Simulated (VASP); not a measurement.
**Si: single point with PBE-based global hybrid**

Si:

```
Si
1.0
     0.00000    2.72185    2.72185
     2.72185    0.00000    2.72185
     2.72185    2.72185    0.00000
Si
2
Direct
  0.50000 0.50000 0.50000
  0.75000 0.75000 0.75000
```

```json
{"Program": "VASP 6.6.1", "Task": "single point", "Functional": "PBE-based global hybrid", "Potentials or basis": "VASP PAW PBE potentials, release 64 (Si)", "Cutoff": "520 eV", "k mesh": "4 × 4 × 4", "Occupations": "fermi-dirac, width 0.05 eV", "Spin": "no spin polarisation", "Dipole correction": "no", "Grid for exact exchange (PRECFOCK)": "Normal", "Share of exact exchange": "0.4", "Further INCAR settings": "ALGO = Normal; EDIFF = 1e-06; NBANDS = 11"}
```

The pressure is -1.4 GPa. The band gap on the k mesh is 2.93 eV, indirect (least direct gap 5.06 eV).

Levels at points of the mesh, in eV from the valence-band top:
```
           k point  band 1  band 2  band 3  band 4  band 5  band 6  band 7  band 8
(0.00, 0.00, 0.00)  -14.05    0.00    0.00    0.00    5.06    5.06    5.06    6.13
(0.50, 0.00, 0.00)  -11.32   -8.14   -1.38   -1.38    3.94    5.90    5.90   10.40
(0.50, 0.50, 0.00)   -9.17   -9.17   -3.30   -3.30    2.93    2.93   13.56   13.56
```

It took 2.6 min on 1 thread of Intel(R) Xeon(R) Platinum 8488C (Sapphire Rapids) (shared host), peak memory 0.16 GiB.

Caveat: the k points lie up to 0.50 Å⁻¹ apart; the PAW data sets were made with another functional, which shifts forces and pressure a little. A k mesh can miss the band edges.
